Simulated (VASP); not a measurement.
# Al3Si2I (R3) in VASP: single point with PBE

Aim: the single point of Al3Si2I with PBE.

All numbers are computed with VASP 6.6.1; they aren't measurements. Logs are shortened: lines on timing, memory, paths and dates and some standing lists are left out, and cuts for length are marked.

## 1. The cell of the first run

The typed cell holds 6 atoms: a = 5.959 Å, b = 5.959 Å, c = 5.959 Å, α = 54.83°, β = 54.83°, γ = 54.83°.

The cell was generated, and may not be a known phase.

## 2. Single point, PBE

INCAR

```
ALGO = Normal
EDIFF = 1E-6
ENCUT = 500
GGA = PE
GGA_COMPAT = F
ISIF = 2
ISMEAR = 0
LASPH = T
LCHARG = T
LELF = T
LREAL = F
LVHAR = T
LWAVE = F
NBANDS = 21
NELM = 120
PREC = Accurate
SIGMA = 0.15
```

KPOINTS

```
k-points
0
Gamma
  3 3 3
```

POSCAR

```
Al3Si2I
1.0
    2.7438573349      1.5841667727      5.0467729374
   -2.7438573349      1.5841667727      5.0467729374
    0.0000000000     -3.1683335401      5.0467729390
Al Si I
3 2 1
Direct
    0.5566772619      0.5578456736      0.0528070991
    0.0528070991      0.5566772619      0.5578456736
    0.5578456736      0.0528070991      0.5566772619
    0.2596782214      0.2596782214      0.2596782214
    0.1007846948      0.1007846948      0.1007846948
    0.8922240492      0.8922240492      0.8922240492
```

Potentials or basis: VASP PAW PBE potentials, release 64 (Al, Si, I).

Command:

```bash
cat potpaw_PBE.64/Al/POTCAR potpaw_PBE.64/Si/POTCAR potpaw_PBE.64/I/POTCAR > POTCAR
mpirun -np 1 vasp_std > vasp.out
```

OUTCAR:

```text
EDIFF = 1E-6
   ENCUT = 500
   GGA = PE
   ISIF = 2
   ISMEAR = 0
   LASPH = T
   LREAL = F
   NELM = 120
   PREC = Accurate

 ion  position               nearest neighbor table
   1  0.557  0.558  0.053-   4 2.53   2 2.72   3 2.72   3 2.77   2 2.77   5 2.82   5 2.83   6 3.01

   2  0.053  0.557  0.558-   4 2.53   3 2.72   1 2.72   3 2.77   1 2.77   5 2.82   5 2.83   6 3.01

   3  0.558  0.053  0.557-   4 2.53   2 2.72   1 2.72   2 2.77   1 2.77   5 2.82   5 2.83   6 3.01

   4  0.260  0.260  0.260-   5 2.41   2 2.53   3 2.53   1 2.53   6 3.21   6 3.21   6 3.21
   5  0.101  0.101  0.101-   4 2.41   1 2.82   2 2.82   3 2.82   1 2.83   3 2.83   2 2.83   6 3.16

   6  0.892  0.892  0.892-   3 3.01   2 3.01   1 3.01   5 3.16   4 3.21   4 3.21   4 3.21

  LATTYP: Found a trigonal (rhomboedric) cell.
 ALAT       =     5.9588803075
 COS(alpha) =     0.5759434995

  Lattice vectors:

 A1 = (   2.7438573349,   1.5841667727,   5.0467729374)
 A2 = (  -2.7438573349,   1.5841667727,   5.0467729374)
 A3 = (   0.0000000000,  -3.1683335401,   5.0467729390)

Analysis of symmetry for initial positions (statically):
=====================================================================
 Subroutine PRICEL returns:
 Original cell was already a primitive cell.

 Routine SETGRP: Setting up the symmetry group for a
 trigonal (rhombohedral) supercell.

 Subroutine GETGRP returns: Found  3 space group operations
 (whereof  3 operations were pure point group operations)
 out of a pool of 12 trial point group operations.

The static configuration has the point symmetry C_3 .

Analysis of symmetry for dynamics (positions and initial velocities):
=====================================================================
 Subroutine PRICEL returns:
 Original cell was already a primitive cell.

 Routine SETGRP: Setting up the symmetry group for a
 trigonal (rhombohedral) supercell.

 Subroutine GETGRP returns: Found  3 space group operations
 (whereof  3 operations were pure point group operations)
 out of a pool of 12 trial point group operations.

The dynamic configuration has the point symmetry C_3 .

 Subroutine INISYM returns: Found  3 space group operations
 (whereof  3 operations are pure point group operations),
 and found     1 'primitive' translations

----------------------------------------------------------------------------------------

                                     Primitive cell

  volume of cell :     131.6217

  direct lattice vectors                    reciprocal lattice vectors
     2.743857335  1.584166773  5.046772937     0.182225218  0.105207778  0.066048807
    -2.743857335  1.584166773  5.046772937    -0.182225218  0.105207778  0.066048807
     0.000000000 -3.168333540  5.046772939     0.000000000 -0.210415557  0.066048807

  length of vectors
     5.958880308  5.958880308  5.958880308     0.220538322  0.220538322  0.220538322

  position of ions in fractional coordinates (direct lattice)
     0.556677262  0.557845674  0.052807099
     0.052807099  0.556677262  0.557845674
     0.557845674  0.052807099  0.556677262
     0.259678221  0.259678221  0.259678221
     0.100784695  0.100784695  0.100784695
     0.892224049  0.892224049  0.892224049

  ion indices of the primitive-cell ions
   primitive index   ion index
                 1           1
                 2           2
                 3           3
                 4           4
                 5           5
                 6           6

----------------------------------------------------------------------------------------

 KPOINTS: k-points

Automatic generation of k-mesh.
 Grid dimensions read from file:
 generate k-points for:    3    3    3

 Generating k-lattice:

  Cartesian coordinates                     Fractional coordinates (reciprocal lattice)
     0.060741739  0.035069259  0.022016269     0.333333333  0.000000000  0.000000000
    -0.060741739  0.035069259  0.022016269     0.000000000  0.333333333  0.000000000
     0.000000000 -0.070138519  0.022016269    -0.000000000 -0.000000000  0.333333333

  Length of vectors
     0.073512774  0.073512774  0.073512774

  Shift w.r.t. Gamma in fractional coordinates (k-lattice)
     0.000000000  0.000000000  0.000000000

 Subroutine IBZKPT returns following result:
 ===========================================

 Found      6 irreducible k-points:

 Following reciprocal coordinates:
            Coordinates               Weight
  0.000000  0.000000  0.000000      1.000000
  0.333333  0.000000 -0.000000      6.000000
  0.333333  0.333333 -0.000000      6.000000
 -0.333333  0.333333  0.000000      6.000000
  0.333333  0.333333  0.333333      2.000000
 -0.333333  0.333333  0.333333      6.000000
   k-points           NKPTS =      6   k-points in BZ     NKDIM =      6   number of bands    NBANDS=     21
   number of dos      NEDOS =    301   number of ions     NIONS =      6
   total plane-waves  NPLWV = 110592
   dimension x,y,z NGX =    48 NGY =   48 NGZ =   48
   dimension x,y,z NGXF=    96 NGYF=   96 NGZF=   96
   ions per type =               3   2   1
   NGX,Y,Z   is equivalent  to a cutoff of  13.39, 13.39, 13.39 a.u.
   NGXF,Y,Z  is equivalent  to a cutoff of  26.78, 26.78, 26.78 a.u.
 SYSTEM =  unknown system
   PREC   = accura    normal or accurate (medium, high low for compatibility)
   ISTART =      0    job   : 0-new  1-cont  2-samecut
   ICHARG =      2    charge: 1-file 2-atom 10-const
   ISPIN  =      1    spin polarized calculation?
   LNONCOLLINEAR =      F non collinear calculations
   LSORBIT =      F    spin-orbit coupling
   LASPH  =      T    aspherical Exc in radial PAW
   ENCUT  =  500.0 eV  36.75 Ry    6.06 a.u.  10.86 10.86 10.86*2*pi/ulx,y,z
   NELM   =    120;   NELMIN=  2; NELMDL= -5     # of ELM steps
   EDIFF  = 0.1E-05   stopping-criterion for ELM
   LREAL  =      F    real-space projection
   EDIFFG = 0.1E-04   stopping-criterion for IOM
   NSW    =      0    number of steps for IOM
   IBRION =     -1    ionic relax: 0-MD 1-quasi-New 2-CG
   NFREE  =      0    steps in history (QN), initial steepest desc. (CG)
   ISIF   =      2    stress and relaxation
   ISYM   =      2    0-nonsym 1-usesym 2-fastsym
   POTIM  = 0.5000    time-step for ionic-motion
   TEBEG  =    0.0;   TEEND  =   0.0 temperature during run
   PSTRESS=    0.0 pullay stress
   NELECT =      24.0000    total number of electrons
   NUPDOWN=      -1.0000    fix difference up-down
   EMIN   =  10.00;   EMAX   =-10.00  energy-range for DOS
   EFERMI =   0.00;   METHOD = LEGACY
   ISMEAR =     0;   SIGMA  =   0.15  broadening in eV -4-tet -1-fermi 0-gaus
   EFERMI_NEDOS =   21; number of points for ismear=-14 and -15
   IALGO  =     38    algorithm
   IMIX   =      4    mixing-type and parameters
     AMIX     =   0.40;   BMIX     =  1.00
     AMIX_MAG =   1.60;   BMIX_MAG =  1.00
  volume/ion in A,a.u.               =      21.94       148.04
  Fermi-wavevector in a.u.,A,eV,Ry     =   0.928331  1.754291 11.725475  0.861798
  Thomas-Fermi vector in A             =   2.054496
   LORBIT       =      0    0 simple, 1 ext, 2 COOP (PROOUT), +10 PAW based schemes
   GGA     = PE    functional components
   LHFCALC =     F    Hartree Fock is set to
   AEXX    =    0.0000 exact exchange contribution
   IVDW    =     0    specifies the selected vdW correction
   LEPSILON=     F    determine dielectric tensor
   LRPA    =     F    only Hartree local field effects (RPA)
 non-spin polarized calculation
 Gauss-broadening in eV      SIGMA  =   0.15
  energy-cutoff  :      500.00
  volume of cell :      131.62
 maximum number of plane-waves:      3354
 NGX is ok and might be reduce to    48
   NGX = 21   NGY = 21   NGZ = 21

 number of electron      24.0000000 magnetization

 Free energy of the ion-electron system (eV)
  ---------------------------------------------------
  ext. energy  EPLUGINS =         0.00000000
  ---------------------------------------------------
  free energy    TOTEN  =       -21.67105734 eV

  energy without entropy =      -21.63671174  energy(sigma->0) =      -21.65388454

 E-fermi :   5.9161     XC(G=0):  -9.4146

 val. band max:        5.9111746980   @ k =  -0.3333   0.3333   0.3333
 cond. band min:       6.4798846114   @ k =   0.3333   0.3333  -0.0000
 fundamental gap:      0.5687099134
 Fermi energy:         5.9160583703

 k-point     1 :       0.0000    0.0000    0.0000
  band No.  band energies     occupation
      1      -7.9065      2.00000
      2      -3.4060      2.00000
      3      -0.4352      2.00000
      4       0.5179      2.00000
      5       0.9530      2.00000
      6       1.6830      2.00000
      7       1.6830      2.00000
      8       2.7979      2.00000
      9       2.7979      2.00000
     10       3.7420      2.00000
     11       4.3267      2.00000
     12       4.3267      2.00000
     13       5.7620      1.85351
     14       5.7620      1.85351
     15       6.8203      0.00000
     16       9.8941      0.00000
     17      10.9211      0.00000
     18      11.0979      0.00000
     19      11.0979      0.00000
     20      12.8006      0.00000
     21      12.8006      0.00000

 k-point     2 :       0.3333    0.0000   -0.0000
  band No.  band energies     occupation
      1      -7.7504      2.00000
      2      -3.4957      2.00000
      3      -1.3052      2.00000
      4      -0.1695      2.00000
      5       0.9316      2.00000
      6       1.4743      2.00000
      7       1.8567      2.00000
      8       2.0968      2.00000
      9       3.0486      2.00000
     10       4.8766      2.00000
     11       5.2729      2.00000
     12       5.3141      2.00000
     13       6.9391      0.00000
     14       7.6819      0.00000
     15       8.1945      0.00000
     16       8.8139      0.00000
     17      10.0068      0.00000
     18      10.1539      0.00000
     19      10.8460      0.00000
     20      11.8310      0.00000
     21      11.9410      0.00000

 k-point     3 :       0.3333    0.3333   -0.0000
  band No.  band energies     occupation
      1      -7.7104      2.00000
      2      -3.3995      2.00000
      3      -1.7969      2.00000
      4      -0.6740      2.00000
      5       0.5764      2.00000
      6       1.6198      2.00000
      7       2.4439      2.00000
      8       3.6049      2.00000
      9       3.9066      2.00000
     10       3.9461      2.00000
     11       5.6918      1.96554
     12       5.7989      1.73064
     13       6.4799      0.00000
     14       6.8837      0.00000
     15       8.2037      0.00000
     16       8.9268      0.00000
     17       9.0433      0.00000
     18       9.5395      0.00000
     19      10.1044      0.00000
     20      11.1563      0.00000
     21      11.9447      0.00000

 k-point     4 :      -0.3333    0.3333    0.0000
  band No.  band energies     occupation
      1      -7.6504      2.00000
      2      -3.3207      2.00000
      3      -2.0182      2.00000
      4      -0.9061      2.00000
      5       0.1942      2.00000
      6       1.9275      2.00000
      7       2.4554      2.00000
      8       3.0207      2.00000
      9       4.3506      2.00000
     10       4.5991      2.00000
     11       5.2502      2.00000
     12       5.6582      1.98494
     13       6.6974      0.00000
     14       8.0535      0.00000
     15       8.5863      0.00000
     16       9.5921      0.00000
     17       9.6594      0.00000
     18      10.7793      0.00000
     19      10.9388      0.00000
     20      11.0832      0.00000
     21      11.1463      0.00000

 k-point     5 :       0.3333    0.3333    0.3333
  band No.  band energies     occupation
      1      -7.7656      2.00000
      2      -3.7226      2.00000
      3      -1.8908      2.00000
      4       1.3378      2.00000
      5       1.3392      2.00000
      6       1.4043      2.00000
      7       3.1526      2.00000
      8       3.1548      2.00000
      9       3.4333      2.00000
     10       3.8367      2.00000
     11       4.0939      2.00000
     12       4.0950      2.00000
     13       5.6303      1.99294
     14       7.4992      0.00000
     15       7.4993      0.00000
     16       8.9443      0.00000
     17       8.9633      0.00000
     18       8.9701      0.00000
     19       9.9871      0.00000
     20      11.7475      0.00000
     21      11.7529      0.00000

 k-point     6 :      -0.3333    0.3333    0.3333
  band No.  band energies     occupation
      1      -7.6588      2.00000
      2      -3.2464      2.00000
      3      -2.7468      2.00000
      4       0.1285      2.00000
      5       0.7575      2.00000
      6       1.5712      2.00000
      7       2.4014      2.00000
      8       3.3330      2.00000
      9       3.8586      2.00000
     10       4.6627      2.00000
     11       5.1467      2.00000
     12       5.9112      1.03672
     13       6.5362      0.00000
     14       8.1106      0.00000
     15       8.3274      0.00000
     16       8.4188      0.00000
     17       9.3178      0.00000
     18       9.5925      0.00000
     19       9.9568      0.00000
     20      10.3948      0.00000
     21      10.9740      0.00000

------------------------ aborting loop because EDIFF is reached ----------------------------------------

  FORCE on cell =-STRESS in cart. coord.  units (eV):
  Direction    XX          YY          ZZ          XY          YZ          ZX
  --------------------------------------------------------------------------------------
  -------------------------------------------------------------------------------------
  Total       -0.1351761     -0.1351761     -0.0017174     -0.0000000      0.0000000     -0.0000000
  in kB       -1.6454433     -1.6454433     -0.0209058     -0.0000002      0.0000000     -0.0000000
  external PRESSURE =      -1.1039308 kB  Pullay stress =       0.0000000 kB

 VOLUME and BASIS-vectors are now :
 -----------------------------------------------------------------------------
  energy-cutoff  :      500.00
  volume of cell :      131.62
      direct lattice vectors                 reciprocal lattice vectors
     2.743857335  1.584166773  5.046772937     0.182225218  0.105207778  0.066048807
    -2.743857335  1.584166773  5.046772937    -0.182225218  0.105207778  0.066048807
     0.000000000 -3.168333540  5.046772939     0.000000000 -0.210415557  0.066048807

 POSITION                                       TOTAL-FORCE (eV/Angst)
 -----------------------------------------------------------------------------------
     -0.00321      1.59828      5.89125         0.000500      0.014893     -0.004745
     -1.38255     -0.80192      5.89125        -0.013148     -0.007013     -0.004745
      1.38575     -0.79636      5.89125         0.012647     -0.007880     -0.004745
      0.00000      0.00000      3.93161         0.000000      0.000000      0.032846
      0.00000      0.00000      1.52591         0.000000     -0.000000     -0.025936
      0.00000      0.00000     13.50856         0.000000      0.000000      0.007326
 -----------------------------------------------------------------------------------
    total drift:                               -0.000000      0.000000      0.000200

  FREE ENERGIE OF THE ION-ELECTRON SYSTEM (eV)
  ---------------------------------------------------
  free  energy   TOTEN  =       -21.6710573427 eV

  energy  without entropy=      -21.6367117392  energy(sigma->0) =      -21.65388454
```

It took 45 s on 1 thread of Intel Xeon 8259CL, shared host; peak memory 0.31 GiB.

Results:

```yaml
Free_energy: -21.6711 eV
Pressure: -0.1 GPa
Largest_force: 0.033 eV/Å
Band_gap_on_the_k_mesh: zero (bands 12 and 13 overlap by 0.28 eV)
```

Forces in eV/Å, atoms in the order of the input:
```
Al   0.001  0.015 -0.005
Al  -0.013 -0.007 -0.005
Al   0.013 -0.008 -0.005
Si   0.000  0.000  0.033
Si   0.000  0.000 -0.026
I    0.000  0.000  0.007
```

Caveat: the k points lie up to 0.46 Å⁻¹ apart; semilocal functionals underestimate gaps, and a narrow one can read as zero; spin-orbit coupling is left out, which moves the levels of the heavy elements.

The gap in the log of VASP goes by the Fermi energy; the results here count the filled bands.